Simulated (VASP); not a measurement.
# SnSe in VASP: notebook

SnSe is run at these levels: LDA; tasks: single point.

All numbers are computed with VASP 6.6.1; they aren't measurements. Logs are shortened: lines on timing, memory, paths and dates and some standing lists are left out, and cuts for length are marked.

## 1. The cell of the first run

The cell holds a slab with vacuum, 8 atoms: a = 4.190 Å, b = 4.190 Å, c = 21.959 Å, α = 90.00°, β = 90.00°, γ = 90.00°.

## 2. Single point, LDA (atoms displaced along a vibrational mode)

INCAR reads:

```
PREC = Accurate
ENCUT = 520
EDIFF = 1E-7
ISMEAR = 0
SIGMA = 0.05
LREAL = False
LASPH = True
NELM = 60
ALGO = Normal
ISIF = 2
LWAVE = False
LCHARG = True
GGA = CA
LELF = True
LVHAR = True
NBANDS = 50
```

KPOINTS reads:

```
Automatic mesh
0
Gamma
  6 6 2
```

POSCAR reads:

```
SnSe
1.0
    4.1898989384      0.0000000000      0.0000000000
    0.0000000000      4.1898989384      0.0000000000
    0.0000000000      0.0000000000     21.9592458066
Sn Se
4 4
Direct
    0.5000000000      0.0000000000      0.1959125029
    0.5000000000      0.0000000000      0.6822508315
    0.0000000000      0.5000000000      0.3177491685
    0.0000000000      0.5000000000      0.8040874971
    0.5000000000      0.0000000000      0.3177194804
    0.5000000000      0.0000000000      0.8040587344
    0.0000000000      0.5000000000      0.1959412656
    0.0000000000      0.5000000000      0.6822805196
```

Potentials or basis: VASP PAW LDA potentials, release 64 (Sn_d, Se).

On the command line:

```console
> cat potpaw_LDA.64/Sn_d/POTCAR potpaw_LDA.64/Se/POTCAR > POTCAR
> mpirun -np 1 vasp_std > vasp.out
```

OUTCAR:

```text
PREC = Accurate
   ENCUT = 520
   EDIFF = 1E-7
   ISMEAR = 0
   LREAL = False
   LASPH = True
   NELM = 60
   ISIF = 2
   GGA = CA

 ion  position               nearest neighbor table
   1  0.500  0.000  0.196-   5 2.67   7 2.96   7 2.96   7 2.96   7 2.96
   2  0.500  0.000  0.682-   6 2.67   8 2.96   8 2.96   8 2.96   8 2.96
   3  0.000  0.500  0.318-   7 2.67   5 2.96   5 2.96   5 2.96   5 2.96
   4  0.000  0.500  0.804-   8 2.67   6 2.96   6 2.96   6 2.96   6 2.96
   5  0.500  0.000  0.318-   1 2.67   3 2.96   3 2.96   3 2.96   3 2.96
   6  0.500  0.000  0.804-   2 2.67   4 2.96   4 2.96   4 2.96   4 2.96
   7  0.000  0.500  0.196-   3 2.67   1 2.96   1 2.96   1 2.96   1 2.96
   8  0.000  0.500  0.682-   4 2.67   2 2.96   2 2.96   2 2.96   2 2.96

  LATTYP: Found a simple tetragonal cell.
 ALAT       =     4.1898989384
 C/A-ratio  =     5.2409965322

  Lattice vectors:

 A1 = (   4.1898989384,   0.0000000000,   0.0000000000)
 A2 = (   0.0000000000,   4.1898989384,   0.0000000000)
 A3 = (   0.0000000000,   0.0000000000,  21.9592458066)

Analysis of symmetry for initial positions (statically):
=====================================================================
 Subroutine PRICEL returns:
 Original cell was already a primitive cell.

 Routine SETGRP: Setting up the symmetry group for a
 simple tetragonal supercell.

 Subroutine GETGRP returns: Found 16 space group operations
 (whereof  8 operations were pure point group operations)
 out of a pool of 16 trial point group operations.

The static configuration has the point symmetry D_2d.
 The point group associated with its full space group is D_4h.

Analysis of symmetry for dynamics (positions and initial velocities):
=====================================================================
 Subroutine PRICEL returns:
 Original cell was already a primitive cell.

 Routine SETGRP: Setting up the symmetry group for a
 simple tetragonal supercell.

 Subroutine GETGRP returns: Found 16 space group operations
 (whereof  8 operations were pure point group operations)
 out of a pool of 16 trial point group operations.

The dynamic configuration has the point symmetry D_2d.
 The point group associated with its full space group is D_4h.

 Subroutine INISYM returns: Found 16 space group operations
 (whereof  8 operations are pure point group operations),
 and found     1 'primitive' translations

----------------------------------------------------------------------------------------

                                     Primitive cell

  volume of cell :     385.5001

  direct lattice vectors                    reciprocal lattice vectors
     4.189898938  0.000000000  0.000000000     0.238669241  0.000000000  0.000000000
     0.000000000  4.189898938  0.000000000     0.000000000  0.238669241  0.000000000
     0.000000000  0.000000000 21.959245807     0.000000000  0.000000000  0.045538905

  length of vectors
     4.189898938  4.189898938 21.959245807     0.238669241  0.238669241  0.045538905

  position of ions in fractional coordinates (direct lattice)
     0.500000000  0.000000000  0.195912503
     0.500000000  0.000000000  0.682250831
     0.000000000  0.500000000  0.317749169
     0.000000000  0.500000000  0.804087497
     0.500000000  0.000000000  0.317719480
     0.500000000  0.000000000  0.804058734
     0.000000000  0.500000000  0.195941266
     0.000000000  0.500000000  0.682280520

  ion indices of the primitive-cell ions
   primitive index   ion index
                 1           1
                 2           2
                 3           3
                 4           4
                 5           5
                 6           6
                 7           7
                 8           8

----------------------------------------------------------------------------------------

 KPOINTS: Automatic mesh

Automatic generation of k-mesh.
 Grid dimensions read from file:
 generate k-points for:    6    6    2

 Generating k-lattice:

  Cartesian coordinates                     Fractional coordinates (reciprocal lattice)
     0.039778207  0.000000000  0.000000000     0.166666667  0.000000000  0.000000000
     0.000000000  0.039778207  0.000000000     0.000000000  0.166666667  0.000000000
     0.000000000  0.000000000  0.022769452     0.000000000  0.000000000  0.500000000

  Length of vectors
     0.039778207  0.039778207  0.022769452

  Shift w.r.t. Gamma in fractional coordinates (k-lattice)
     0.000000000  0.000000000  0.000000000

 Subroutine IBZKPT returns following result:
 ===========================================

 Found     20 irreducible k-points:

 Following reciprocal coordinates:
            Coordinates               Weight
  0.000000  0.000000  0.000000      1.000000
  0.166667  0.000000  0.000000      4.000000
  0.333333  0.000000  0.000000      4.000000
  0.500000  0.000000  0.000000      2.000000
  0.166667  0.166667  0.000000      4.000000
  0.333333  0.166667  0.000000      8.000000
[... 12 lines left out ...]
  0.500000  0.333333  0.500000      4.000000
  0.500000  0.500000  0.500000      1.000000
   k-points           NKPTS =     20   k-points in BZ     NKDIM =     20   number of bands    NBANDS=     50
   number of dos      NEDOS =    301   number of ions     NIONS =      8
   total plane-waves  NPLWV = 172032
   dimension x,y,z NGX =    32 NGY =   32 NGZ =  168
   dimension x,y,z NGXF=    64 NGYF=   64 NGZF=  336
   ions per type =               4   4
   NGX,Y,Z   is equivalent  to a cutoff of  12.70, 12.70, 12.72 a.u.
   NGXF,Y,Z  is equivalent  to a cutoff of  25.39, 25.39, 25.44 a.u.
 SYSTEM =  unknown system
   PREC   = accura    normal or accurate (medium, high low for compatibility)
   ISTART =      0    job   : 0-new  1-cont  2-samecut
   ICHARG =      2    charge: 1-file 2-atom 10-const
   ISPIN  =      1    spin polarized calculation?
   LNONCOLLINEAR =      F non collinear calculations
   LSORBIT =      F    spin-orbit coupling
   LASPH  =      T    aspherical Exc in radial PAW
   ENCUT  =  520.0 eV  38.22 Ry    6.18 a.u.   7.79  7.79 40.83*2*pi/ulx,y,z
   NELM   =     60;   NELMIN=  2; NELMDL= -5     # of ELM steps
   EDIFF  = 0.1E-06   stopping-criterion for ELM
   LREAL  =      F    real-space projection
   EDIFFG = 0.1E-05   stopping-criterion for IOM
   NSW    =      0    number of steps for IOM
   IBRION =     -1    ionic relax: 0-MD 1-quasi-New 2-CG
   NFREE  =      0    steps in history (QN), initial steepest desc. (CG)
   ISIF   =      2    stress and relaxation
   ISYM   =      2    0-nonsym 1-usesym 2-fastsym
   POTIM  = 0.5000    time-step for ionic-motion
   TEBEG  =    0.0;   TEEND  =   0.0 temperature during run
   PSTRESS=    0.0 pullay stress
   NELECT =      80.0000    total number of electrons
   NUPDOWN=      -1.0000    fix difference up-down
   EMIN   =  10.00;   EMAX   =-10.00  energy-range for DOS
   EFERMI =   0.00;   METHOD = LEGACY
   ISMEAR =     0;   SIGMA  =   0.05  broadening in eV -4-tet -1-fermi 0-gaus
   EFERMI_NEDOS =   21; number of points for ismear=-14 and -15
   IALGO  =     38    algorithm
   IMIX   =      4    mixing-type and parameters
     AMIX     =   0.40;   BMIX     =  1.00
     AMIX_MAG =   1.60;   BMIX_MAG =  1.00
  volume/ion in A,a.u.               =      48.19       325.19
  Fermi-wavevector in a.u.,A,eV,Ry     =   0.969237  1.831592 12.781590  0.939420
  Thomas-Fermi vector in A             =   2.099273
   LORBIT       =      0    0 simple, 1 ext, 2 COOP (PROOUT), +10 PAW based schemes
   GGA     = CA    functional components
   LHFCALC =     F    Hartree Fock is set to
   AEXX    =    0.0000 exact exchange contribution
   IVDW    =     0    specifies the selected vdW correction
   LEPSILON=     F    determine dielectric tensor
   LRPA    =     F    only Hartree local field effects (RPA)
 non-spin polarized calculation
 Gauss-broadening in eV      SIGMA  =   0.05
  energy-cutoff  :      520.00
  volume of cell :      385.50
 maximum number of plane-waves:     10410
 NGX is ok and might be reduce to    32
   NGX = 15   NGY = 15   NGZ = 81

 number of electron      79.9999967 magnetization

 Free energy of the ion-electron system (eV)
  ---------------------------------------------------
  ext. energy  EPLUGINS =         0.00000000
  ---------------------------------------------------
  free energy    TOTEN  =       -36.98605366 eV

  energy without entropy =      -36.98605366  energy(sigma->0) =      -36.98605366

 E-fermi :   1.0817     XC(G=0):  -6.3469

 val. band max:        0.8282324443   @ k =   0.3333   0.0000   0.0000
 cond. band min:       2.2737377742   @ k =   0.3333   0.1667   0.0000
 fundamental gap:      1.4455053299
 Fermi energy:         1.0817078938

 k-point     1 :       0.0000    0.0000    0.0000
  band No.  band energies     occupation
      1     -20.2610      2.00000
      2     -20.2609      2.00000
      3     -20.2365      2.00000
      4     -20.2365      2.00000
      5     -20.2326      2.00000
      6     -20.2326      2.00000
[... 42 lines left out ...]
     49       5.5513      0.00000
     50       5.6264      0.00000

 k-point     2 :       0.1667    0.0000    0.0000
  band No.  band energies     occupation
      1     -20.2561      2.00000
      2     -20.2561      2.00000
      3     -20.2351      2.00000
      4     -20.2351      2.00000
      5     -20.2328      2.00000
      6     -20.2328      2.00000
[... 42 lines left out ...]
     49       4.8245      0.00000
     50       5.5995      0.00000

 k-point     3 :       0.3333    0.0000    0.0000
  band No.  band energies     occupation
      1     -20.2455      2.00000
      2     -20.2455      2.00000
      3     -20.2393      2.00000
      4     -20.2393      2.00000
      5     -20.2349      2.00000
      6     -20.2349      2.00000
[... 890 lines left out ...]
     49       5.8161      0.00000
     50       5.8194      0.00000

 k-point    20 :       0.5000    0.5000    0.5000
  band No.  band energies     occupation
      1     -20.2671      2.00000
      2     -20.2671      2.00000
      3     -20.2671      2.00000
      4     -20.2671      2.00000
      5     -20.2166      2.00000
      6     -20.2166      2.00000
[... 42 lines left out ...]
     49       6.2326      0.00000
     50       6.2374      0.00000

------------------------ aborting loop because EDIFF is reached ----------------------------------------

  FORCE on cell =-STRESS in cart. coord.  units (eV):
  Direction    XX          YY          ZZ          XY          YZ          ZX
  --------------------------------------------------------------------------------------
  -------------------------------------------------------------------------------------
  Total        0.1529829      0.1529829      0.2082362      0.0000000      0.0000000      0.0000000
  in kB        0.6358124      0.6358124      0.8654505      0.0000000      0.0000000      0.0000000
  external PRESSURE =       0.7123584 kB  Pullay stress =       0.0000000 kB

 VOLUME and BASIS-vectors are now :
 -----------------------------------------------------------------------------
  energy-cutoff  :      520.00
  volume of cell :      385.50
      direct lattice vectors                 reciprocal lattice vectors
     4.189898938  0.000000000  0.000000000     0.238669241  0.000000000  0.000000000
     0.000000000  4.189898938  0.000000000     0.000000000  0.238669241  0.000000000
     0.000000000  0.000000000 21.959245807     0.000000000  0.000000000  0.045538905

 POSITION                                       TOTAL-FORCE (eV/Angst)
 -----------------------------------------------------------------------------------
      2.09495      0.00000      4.30209         0.000000     -0.000000     -0.026376
      2.09495      0.00000     14.98171         0.000000     -0.000000     -0.024946
      0.00000      2.09495      6.97753         0.000000     -0.000000      0.024946
      0.00000      2.09495     17.65715         0.000000     -0.000000      0.026376
      2.09495      0.00000      6.97688         0.000000     -0.000000      0.024050
      2.09495      0.00000     17.65652         0.000000     -0.000000      0.023501
      0.00000      2.09495      4.30272        -0.000000      0.000000     -0.023501
      0.00000      2.09495     14.98237         0.000000      0.000000     -0.024050
 -----------------------------------------------------------------------------------
    total drift:                                0.000000      0.000000      0.000000

  FREE ENERGIE OF THE ION-ELECTRON SYSTEM (eV)
  ---------------------------------------------------
  free  energy   TOTEN  =       -36.9860536594 eV

  energy  without entropy=      -36.9860536594  energy(sigma->0) =      -36.98605366
```

It took 5.6 min on 1 thread of Intel Xeon Platinum 8559C (Emerald Rapids), shared host; peak memory 0.5 GiB.

What came out:

```yaml
Free_energy: -36.9861 eV
Largest_force: 0.026 eV/Å
Band_gap_on_the_k_mesh: 1.45 eV (least direct gap 1.50 eV)
```

Forces in eV/Å, atoms in the order of the input:
```
Sn   0.000  0.000 -0.026
Sn   0.000  0.000 -0.025
Sn   0.000  0.000  0.025
Sn   0.000  0.000  0.026
Se   0.000  0.000  0.024
Se   0.000  0.000  0.024
Se   0.000  0.000 -0.024
Se   0.000  0.000 -0.024
```

Caveat: the cell differs from its parent crystal (atoms displaced along a vibrational mode); there is no dipole correction, which matters where the two faces differ; spin-orbit coupling is left out, which moves the levels of the heavy elements.

## 3. Single point, LDA (atoms displaced along a vibrational mode)

INCAR reads:

```
ALGO     = Normal         # electronic algorithm
EDIFF    = 1E-7           # SCF threshold, eV
ENCUT    = 520            # plane-wave cutoff, eV
ISIF     = 2              # what is computed and relaxed
ISMEAR   = 0              # smearing method
LASPH    = True           # aspherical terms in the spheres
LCHARG   = False          # write CHGCAR
LREAL    = False          # projectors in reciprocal space
LWAVE    = False          # write WAVECAR
NBANDS   = 50             # bands
NELM     = 60             # most SCF steps
PREC     = Accurate       # precision mode
SIGMA    = 0.05           # smearing width, eV
```

KPOINTS reads:

```
k-points
0
Gamma
  6 6 2
```

POSCAR reads:

```
SnSe
1.0
    4.1898989384      0.0000000000      0.0000000000
    0.0000000000      4.1898989384      0.0000000000
    0.0000000000      0.0000000000     21.9592458066
Sn Se
4 4
Direct
    0.5000000000      0.0000000000      0.1913586124
    0.5000000000      0.0000000000      0.6868047220
    0.0000000000      0.5000000000      0.3131952780
    0.0000000000      0.5000000000      0.8086413876
    0.5000000000      0.0000000000      0.3131658984
    0.5000000000      0.0000000000      0.8086123164
    0.0000000000      0.5000000000      0.1913876836
    0.0000000000      0.5000000000      0.6868341016
```

Potentials or basis: VASP PAW LDA potentials, release 64 (Sn_d, Se).

On the command line:

```console
> cat potpaw_LDA.64/Sn_d/POTCAR potpaw_LDA.64/Se/POTCAR > POTCAR
> mpirun -np 1 vasp_std > vasp.out
```

OUTCAR:

```text
EDIFF = 1E-7
   ENCUT = 520
   ISIF = 2
   ISMEAR = 0
   LASPH = True
   LREAL = False
   NELM = 60
   PREC = Accurate

 ion  position               nearest neighbor table
   1  0.500  0.000  0.191-   5 2.67   7 2.96   7 2.96   7 2.96   7 2.96
   2  0.500  0.000  0.687-   6 2.67   8 2.96   8 2.96   8 2.96   8 2.96
   3  0.000  0.500  0.313-   7 2.67   5 2.96   5 2.96   5 2.96   5 2.96
   4  0.000  0.500  0.809-   8 2.67   6 2.96   6 2.96   6 2.96   6 2.96
   5  0.500  0.000  0.313-   1 2.67   3 2.96   3 2.96   3 2.96   3 2.96
   6  0.500  0.000  0.809-   2 2.67   4 2.96   4 2.96   4 2.96   4 2.96
[... 1270 lines left out ...]
  Total        0.1548962      0.1548962      0.2093754      0.0000000      0.0000000      0.0000000
  in kB        0.6437644      0.6437644      0.8701852      0.0000000      0.0000000      0.0000000
  external PRESSURE =       0.7192380 kB  Pullay stress =       0.0000000 kB

 VOLUME and BASIS-vectors are now :
 -----------------------------------------------------------------------------
  energy-cutoff  :      520.00
  volume of cell :      385.50
      direct lattice vectors                 reciprocal lattice vectors
     4.189898938  0.000000000  0.000000000     0.238669241  0.000000000  0.000000000
     0.000000000  4.189898938  0.000000000     0.000000000  0.238669241  0.000000000
     0.000000000  0.000000000 21.959245807     0.000000000  0.000000000  0.045538905

 POSITION                                       TOTAL-FORCE (eV/Angst)
 -----------------------------------------------------------------------------------
      2.09495      0.00000      4.20209        -0.000000     -0.000000     -0.024875
      2.09495      0.00000     15.08171        -0.000000     -0.000000     -0.026660
      0.00000      2.09495      6.87753         0.000000     -0.000000      0.026660
      0.00000      2.09495     17.75715         0.000000     -0.000000      0.024875
      2.09495      0.00000      6.87689         0.000000     -0.000000      0.023678
      2.09495      0.00000     17.75652         0.000000     -0.000000      0.023794
      0.00000      2.09495      4.20273         0.000000     -0.000000     -0.023794
      0.00000      2.09495     15.08236         0.000000      0.000000     -0.023678
 -----------------------------------------------------------------------------------
    total drift:                                0.000000      0.000000      0.000000

  FREE ENERGIE OF THE ION-ELECTRON SYSTEM (eV)
  ---------------------------------------------------
  free  energy   TOTEN  =       -36.9860360211 eV

  energy  without entropy=      -36.9860360211  energy(sigma->0) =      -36.98603602
```

OSZICAR:

```text
N       E                     dE             d eps       ncg     rms          rms(c)
DAV:   1     0.778854837002E+03    0.77885E+03   -0.36227E+04  2104   0.167E+03
DAV:   2     0.862824352349E+02   -0.69257E+03   -0.67188E+03  2160   0.417E+02
DAV:   3    -0.295724207706E+02   -0.11585E+03   -0.11120E+03  2416   0.182E+02
[... 11 lines left out ...]
DAV:  15    -0.369860243189E+02   -0.10093E-03   -0.38399E-05  2370   0.222E-02    0.455E-03
DAV:  16    -0.369860321394E+02   -0.78205E-05   -0.26865E-06  2246   0.102E-02    0.315E-03
DAV:  17    -0.369860353255E+02   -0.31861E-05   -0.66424E-07  1760   0.329E-03    0.105E-03
DAV:  18    -0.369860359632E+02   -0.63769E-06   -0.21236E-07  1798   0.278E-03    0.355E-04
DAV:  19    -0.369860360211E+02   -0.57978E-07   -0.33470E-08  1486   0.197E-03
   1 F= -.36986036E+02 E0= -.36986036E+02  d E =-.931034E-12
```

stdout:

```text
POSCAR found type information on POSCAR SnSe
 POSCAR found :  2 types and       8 ions
 scaLAPACK will be used
 LDA part: xc-table for (Slater(with rela. corr.)+CA(PZ))
 , standard interpolation
 POSCAR, INCAR and KPOINTS ok, starting setup
 FFT: planning ... GRIDC
 FFT: planning ... GRID_SOFT
 FFT: planning ... GRID
 WAVECAR not read
 entering main loop
```

It took 5 min on 1 thread of Intel Xeon Platinum 8559C (Emerald Rapids), shared host; peak memory 0.5 GiB.

What came out:

```yaml
Free_energy: -36.9860 eV
Largest_force: 0.027 eV/Å
Band_gap_on_the_k_mesh: 1.45 eV
```

Forces in eV/Å, atoms in the order of the input:
```
Sn   0.000  0.000 -0.025
Sn   0.000  0.000 -0.027
Sn   0.000  0.000  0.027
Sn   0.000  0.000  0.025
Se   0.000  0.000  0.024
Se   0.000  0.000  0.024
Se   0.000  0.000 -0.024
Se   0.000  0.000 -0.024
```

Levels at points of the mesh, in eV from the valence-band top:
```tsv
k point	band 36	band 37	band 38	band 39	band 40	band 41	band 42	band 43	band 44	band 45
(0.00, 0.00, 0.00)	-1.98	-1.98	-1.98	-0.57	-0.56	1.47	1.61	3.56	3.56	3.74
(0.50, 0.00, 0.00)	-1.65	-0.10	-0.10	-0.10	-0.10	1.49	1.49	1.49	1.49	1.96
(0.50, 0.50, 0.00)	-3.64	-1.83	-1.83	-1.83	-1.83	3.54	3.54	3.57	3.57	4.46
(0.00, 0.00, 0.50)	-1.98	-1.98	-1.98	-0.57	-0.57	1.53	1.54	3.56	3.56	4.08
(0.50, 0.00, 0.50)	-1.65	-0.10	-0.10	-0.10	-0.10	1.49	1.49	1.49	1.49	1.96
(0.50, 0.50, 0.50)	-3.64	-1.83	-1.83	-1.83	-1.83	3.55	3.55	3.56	3.56	4.48
```

Caveat: the cell differs from its parent crystal (atoms displaced along a vibrational mode); there is no dipole correction, which matters where the two faces differ; spin-orbit coupling is left out, which moves the levels of the heavy elements.
